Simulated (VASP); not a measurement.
# TiO2 (P4_2/mnm) in VASP: notebook, part 2 of 2

VASP 6.6.1. The steps go on from the part before.

### Step 3. Single point, LDA (9.99 Å³/atom)

This run uses another cell than the first one, of 9.99 Å³/atom.

INCAR reads:

```
ALGO = Normal
EDIFF = 1E-6
ENCUT = 520
ISIF = 2
ISMEAR = -1
LASPH = T
LCHARG = F
LREAL = F
LWAVE = F
NBANDS = 33
NELM = 100
PREC = Accurate
SIGMA = 0.05
```

KPOINTS reads:

```
k-points
0
Gamma
  7 7 10
```

POSCAR reads:

```
TiO2
1.0
    4.5319113078      0.0000000000      0.0000000000
    0.0000000000      4.5319113078      0.0000000000
    0.0000000000      0.0000000000      2.9190086112
Ti O
2 4
Direct
    0.0000000000      0.0000000000      0.0000000000
    0.5000000000      0.5000000000      0.5000000000
    0.3060000000      0.3060000000      0.0000000000
    0.1940000000      0.8060000000      0.5000000000
    0.6940000000      0.6940000000      0.0000000000
    0.8060000000      0.1940000000      0.5000000000
```

Potentials or basis: VASP PAW LDA potentials, release 64 (Ti_sv, O).

Launch:

```bash
> cat potpaw_LDA.64/Ti_sv/POTCAR potpaw_LDA.64/O/POTCAR > POTCAR
> mpirun -np 1 vasp_std > vasp.out
```

OUTCAR:

```text
EDIFF = 1E-6
   ENCUT = 520
   ISIF = 2
   ISMEAR = -1
   LASPH = T
   LREAL = F
   NELM = 100
   PREC = Accurate

 ion  position               nearest neighbor table
   1  0.000  0.000  0.000-   4 1.92   6 1.92   4 1.92   6 1.92   5 1.96   3 1.96
   2  0.500  0.500  0.500-   3 1.92   5 1.92   3 1.92   5 1.92   4 1.96   6 1.96
   3  0.306  0.306  0.000-   2 1.92   2 1.92   1 1.96
   4  0.194  0.806  0.500-   1 1.92   1 1.92   2 1.96
   5  0.694  0.694  0.000-   2 1.92   2 1.92   1 1.96
   6  0.806  0.194  0.500-   1 1.92   1 1.92   2 1.96

  LATTYP: Found a simple tetragonal cell.
 ALAT       =     4.5319113078
 C/A-ratio  =     0.6441010013

  Lattice vectors:

 A1 = (   4.5319113078,   0.0000000000,   0.0000000000)
 A2 = (   0.0000000000,   4.5319113078,   0.0000000000)
 A3 = (   0.0000000000,   0.0000000000,   2.9190086112)

Analysis of symmetry for initial positions (statically):
=====================================================================
 Subroutine PRICEL returns:
 Original cell was already a primitive cell.

 Routine SETGRP: Setting up the symmetry group for a
 simple tetragonal supercell.

 Subroutine GETGRP returns: Found 16 space group operations
 (whereof  8 operations were pure point group operations)
 out of a pool of 16 trial point group operations.

The static configuration has the point symmetry D_2h.
 The point group associated with its full space group is D_4h.

Analysis of symmetry for dynamics (positions and initial velocities):
=====================================================================
 Subroutine PRICEL returns:
 Original cell was already a primitive cell.

 Routine SETGRP: Setting up the symmetry group for a
 simple tetragonal supercell.

 Subroutine GETGRP returns: Found 16 space group operations
 (whereof  8 operations were pure point group operations)
 out of a pool of 16 trial point group operations.

The dynamic configuration has the point symmetry D_2h.
 The point group associated with its full space group is D_4h.
[... 129 lines left out ...]
  Fermi-wavevector in a.u.,A,eV,Ry     =   1.520160  2.872685 31.441502  2.310885
  Thomas-Fermi vector in A             =   2.629048
   LORBIT       =      0    0 simple, 1 ext, 2 COOP (PROOUT), +10 PAW based schemes
   GGA     = CA    functional components
   LHFCALC =     F    Hartree Fock is set to
   AEXX    =    0.0000 exact exchange contribution
   IVDW    =     0    specifies the selected vdW correction
   LEPSILON=     F    determine dielectric tensor
   LRPA    =     F    only Hartree local field effects (RPA)
 non-spin polarized calculation
  energy-cutoff  :      520.00
  volume of cell :       59.95
 maximum number of plane-waves:      1634
 NGX is ok and might be reduce to    36
   NGX = 17   NGY = 17   NGZ = 11

 number of electron      48.0000002 magnetization

 Free energy of the ion-electron system (eV)
  ---------------------------------------------------
  ext. energy  EPLUGINS =         0.00000000
  ---------------------------------------------------
  free energy    TOTEN  =       -58.76059734 eV

  energy without entropy =      -58.76059734  energy(sigma->0) =      -58.76059734

 E-fermi :   5.8996     XC(G=0): -12.2039

 val. band max:        4.9605275213   @ k =   0.0000   0.0000   0.0000
 cond. band min:       6.8827482723   @ k =   0.0000   0.0000   0.0000
 fundamental gap:      1.9222207510
 Fermi energy:         5.8995525181

 k-point     1 :       0.0000    0.0000    0.0000
  band No.  band energies     occupation
      1     -51.0528      2.00000
      2     -51.0297      2.00000
      3     -27.8087      2.00000
      4     -27.8087      2.00000
      5     -27.6033      2.00000
      6     -27.6033      2.00000
[... 853 lines left out ...]
     32      10.7409      0.00000
     33      11.6621      0.00000

 [... further k-points ...]

------------------------ aborting loop because EDIFF is reached ----------------------------------------

  FORCE on cell =-STRESS in cart. coord.  units (eV):
  Direction    XX          YY          ZZ          XY          YZ          ZX
  --------------------------------------------------------------------------------------
  -------------------------------------------------------------------------------------
  Total        1.3175398      1.3175398      1.3849823     -0.0000000      0.0000000      0.0000000
  in kB       35.2108203     35.2108203     37.0131980     -0.0000000      0.0000000      0.0000000
  external PRESSURE =      35.8116129 kB  Pullay stress =       0.0000000 kB

 VOLUME and BASIS-vectors are now :
 -----------------------------------------------------------------------------
  energy-cutoff  :      520.00
  volume of cell :       59.95
      direct lattice vectors                 reciprocal lattice vectors
     4.531911308  0.000000000  0.000000000     0.220657452  0.000000000  0.000000000
     0.000000000  4.531911308  0.000000000     0.000000000  0.220657452  0.000000000
     0.000000000  0.000000000  2.919008611     0.000000000  0.000000000  0.342582066

 POSITION                                       TOTAL-FORCE (eV/Angst)
 -----------------------------------------------------------------------------------
      0.00000      0.00000      0.00000        -0.000000      0.000000      0.000000
      2.26596      2.26596      1.45950        -0.000000      0.000000      0.000000
      1.38676      1.38676      0.00000        -0.260257     -0.260257      0.000000
      0.87919      3.65272      1.45950         0.260257     -0.260257      0.000000
      3.14515      3.14515      0.00000         0.260257      0.260257      0.000000
      3.65272      0.87919      1.45950        -0.260257      0.260257      0.000000
 -----------------------------------------------------------------------------------
    total drift:                               -0.000000      0.000000      0.000000

  FREE ENERGIE OF THE ION-ELECTRON SYSTEM (eV)
  ---------------------------------------------------
  free  energy   TOTEN  =       -58.7605973409 eV

  energy  without entropy=      -58.7605973406  energy(sigma->0) =      -58.76059734
```

OSZICAR:

```text
N       E                     dE             d eps       ncg     rms          rms(c)
DAV:   1     0.647281868576E+03    0.64728E+03   -0.24179E+04  3960   0.173E+03
DAV:   2     0.191082054763E+02   -0.62817E+03   -0.58281E+03  4279   0.514E+02
DAV:   3    -0.706384406911E+02   -0.89747E+02   -0.87973E+02  5365   0.187E+02
DAV:   4    -0.753077776638E+02   -0.46693E+01   -0.46579E+01  5728   0.400E+01
DAV:   5    -0.754703191834E+02   -0.16254E+00   -0.16252E+00  5290   0.625E+00    0.324E+01
DAV:   6    -0.591909211608E+02    0.16279E+02   -0.71311E+01  5229   0.892E+01    0.109E+01
DAV:   7    -0.590591072786E+02    0.13181E+00   -0.12736E+01  4932   0.322E+01    0.972E+00
DAV:   8    -0.588310797561E+02    0.22803E+00   -0.56147E-01  4987   0.720E+00    0.611E+00
DAV:   9    -0.588152680540E+02    0.15812E-01   -0.61928E-01  5346   0.866E+00    0.226E+00
DAV:  10    -0.587722193525E+02    0.43049E-01   -0.27764E-01  5047   0.597E+00    0.987E-01
DAV:  11    -0.587606230030E+02    0.11596E-01   -0.34417E-02  5364   0.123E+00    0.191E-01
DAV:  12    -0.587607801528E+02   -0.15715E-03   -0.23449E-03  4539   0.402E-01    0.127E-01
DAV:  13    -0.587606202788E+02    0.15987E-03   -0.59216E-04  5298   0.304E-01    0.410E-02
DAV:  14    -0.587606000790E+02    0.20200E-04   -0.14808E-04  5164   0.839E-02    0.140E-02
DAV:  15    -0.587605972340E+02    0.28450E-05   -0.11107E-05  4696   0.372E-02    0.749E-03
DAV:  16    -0.587605973409E+02   -0.10688E-06   -0.13638E-06  2974   0.108E-02
   1 F= -.58760597E+02 E0= -.58760597E+02  d E =-.274482E-09
```

It took 2 min on 1 thread of AMD EPYC 7R43 (Zen 3), shared host; peak memory 0.18 GiB.

What came out:

| Item | Value |
| --- | --- |
| Free energy | -58.7606 eV |
| Pressure | 3.6 GPa |
| Largest force | 0.368 eV/Å |
| Band gap on the k mesh | 1.92 eV |

Forces on the atoms (eV/Å):
```
Ti   0.000  0.000  0.000
Ti   0.000  0.000  0.000
O   -0.260 -0.260  0.000
O    0.260 -0.260  0.000
O    0.260  0.260  0.000
O   -0.260  0.260  0.000
```

Levels at points of the mesh, in eV from the valence-band top:
| k point | band 20 | band 21 | band 22 | band 23 | band 24 | band 25 | band 26 | band 27 | band 28 | band 29 |
| --- | --- | --- | --- | --- | --- | --- | --- | --- | --- | --- |
| (0.00, 0.00, 0.00) | -2.00 | -0.67 | -0.43 | -0.43 | 0.00 | 1.92 | 2.27 | 2.51 | 2.59 | 2.59 |
| (0.00, 0.00, 0.50) | -2.77 | -2.56 | -2.56 | -1.45 | -1.45 | 3.08 | 3.08 | 3.30 | 3.30 | 3.88 |

Caveat: the cell stands under pressure; an odd mesh through Γ misses points on the zone boundary, where band edges can lie.

### Step 4. Single point, LDA (10.30 Å³/atom)

This run uses another cell than the first one, of 10.30 Å³/atom.

INCAR reads:

```
SYSTEM = TiO2
PREC = Accurate ; ENCUT = 520
EDIFF = 1E-7 ; ISMEAR = -1
SIGMA = 0.05 ; LREAL = .False.
LASPH = .True. ; NELM = 60
ALGO = Normal ; ISIF = 2
LWAVE = .False. ; LCHARG = .False.
NBANDS = 33
```

KPOINTS reads:

```
regular mesh
0
Gamma
  7 7 10
  0 0 0
```

Changes to POSCAR since step 3:

```diff
@@ -2,5 +2,5 @@
 1.0
-    4.5319113078      0.0000000000      0.0000000000
-    0.0000000000      4.5319113078      0.0000000000
-    0.0000000000      0.0000000000      2.9190086112
+    4.5786353367      0.0000000000      0.0000000000
+    0.0000000000      4.5786353367      0.0000000000
+    0.0000000000      0.0000000000      2.9491036050
 Ti O
```

Launch:

```bash
> cat potpaw_LDA.64/Ti_sv/POTCAR potpaw_LDA.64/O/POTCAR > POTCAR
> mpirun -np 1 vasp_std > vasp.out
```

Wall time 2.6 min (1 thread of AMD EPYC 7R43 (Zen 3), shared host); peak memory 0.18 GiB.

It converged, with:

```yaml
Free_energy: -58.7581 eV
Pressure: -4.4 GPa
Largest_force: 0.188 eV/Å
Band_gap_on_the_k_mesh: 1.85 eV
```

Forces in eV/Å, atoms in the order of the input:
```
Ti   0.000  0.000  0.000
Ti   0.000  0.000  0.000
O   -0.133 -0.133  0.000
O    0.133 -0.133  0.000
O    0.133  0.133  0.000
O   -0.133  0.133  0.000
```

Stress tensor (GPa, compression positive):
```
-3.66  0.00  0.00
 0.00 -3.66  0.00
 0.00  0.00 -5.75
```

Levels at points of the mesh, in eV from the valence-band top:
```
           k point  band 22  band 23  band 24  band 25  band 26  band 27
(0.00, 0.00, 0.00)    -0.43    -0.43     0.00     1.85     2.17     2.41
(0.00, 0.00, 0.50)    -2.44    -1.44    -1.44     2.96     2.96     3.15
```

Caveat: the cell stands under tension; an odd mesh through Γ misses points on the zone boundary, where band edges can lie.

### Step 5. Single point, LDA (10.62 Å³/atom)

INCAR reads:

```
SYSTEM = TiO2
PREC = Accurate ; ENCUT = 520
EDIFF = 1E-6 ; ISMEAR = -1
SIGMA = 0.05 ; LREAL = .False.
LASPH = .True. ; NELM = 80
ALGO = Normal ; ISIF = 2
LWAVE = .False. ; LCHARG = .True.
LELF = .True. ; LVHAR = .True.
NBANDS = 33
```

KPOINTS reads:

```
Automatic mesh
0
Gamma
  7 7 10
  0 0 0
```

Changes to POSCAR since step 4:

```diff
@@ -2,5 +2,5 @@
 1.0
-    4.5786353367      0.0000000000      0.0000000000
-    0.0000000000      4.5786353367      0.0000000000
-    0.0000000000      0.0000000000      2.9491036050
+    4.6244247277      0.0000000000      0.0000000000
+    0.0000000000      4.6244247277      0.0000000000
+    0.0000000000      0.0000000000      2.9785965976
 Ti O
```

Launch:

```bash
> cat potpaw_LDA.64/Ti_sv/POTCAR potpaw_LDA.64/O/POTCAR > POTCAR
> mpirun -np 1 vasp_std > vasp.out
```

Wall time 2.6 min (1 thread of AMD EPYC 7R43 (Zen 3), shared host); peak memory 0.18 GiB.

The run converged. Its results:

* Free energy: -58.6694 eV
* Pressure: -11.1 GPa
* Largest force: 0.026 eV/Å
* Band gap on the k mesh: 1.78 eV

Forces on the atoms (eV/Å):
```
Ti   0.000  0.000  0.000
Ti   0.000  0.000  0.000
O   -0.019 -0.019  0.000
O    0.019 -0.019  0.000
O    0.019  0.019  0.000
O   -0.019  0.019  0.000
```

Stress tensor (GPa, compression positive):
```
 -9.80   0.00   0.00
  0.00  -9.80   0.00
  0.00   0.00 -13.83
```

Levels at points of the mesh, in eV from the valence-band top:
| k point | band 21 | band 22 | band 23 | band 24 | band 25 | band 26 | band 27 | band 28 |
| --- | --- | --- | --- | --- | --- | --- | --- | --- |
| (0.00, 0.00, 0.00) | -0.69 | -0.43 | -0.43 | 0.00 | 1.78 | 2.08 | 2.31 | 2.38 |
| (0.00, 0.00, 0.50) | -2.33 | -2.33 | -1.42 | -1.42 | 2.84 | 2.84 | 3.01 | 3.01 |

Caveat: the cell stands under tension; an odd mesh through Γ misses points on the zone boundary, where band edges can lie.

### Step 6. The runs side by side

| cell | gap on the mesh (eV) | pressure (GPa) | largest force (eV/Å) |
| --- | --- | --- | --- |
| a = 4.594, b = 4.594, c = 3.018 Å, 6 atoms | 1.73 | -11.9 | 0.04 |
| a = 4.532, b = 4.532, c = 2.919 Å, 6 atoms | 1.92 | 3.6 | 0.37 |
| a = 4.579, b = 4.579, c = 2.949 Å, 6 atoms | 1.85 | -4.4 | 0.19 |
| a = 4.624, b = 4.624, c = 2.979 Å, 6 atoms | 1.78 | -11.1 | 0.03 |

Alike in all rows: task single point; level LDA; potentials or basis VASP PAW LDA potentials, release 64 (Ti_sv, O); no spin polarisation; k mesh 7 × 7 × 10; cutoff (eV) 520; smearing fermi-dirac 0.05 eV.

Caveats: an odd mesh through Γ misses points on the zone boundary, where band edges can lie; the cell stands under tension (at least some runs); the cell stands under pressure (at least some runs).

Total energies depend on the potentials used, so only differences within one code and one set of settings carry meaning.
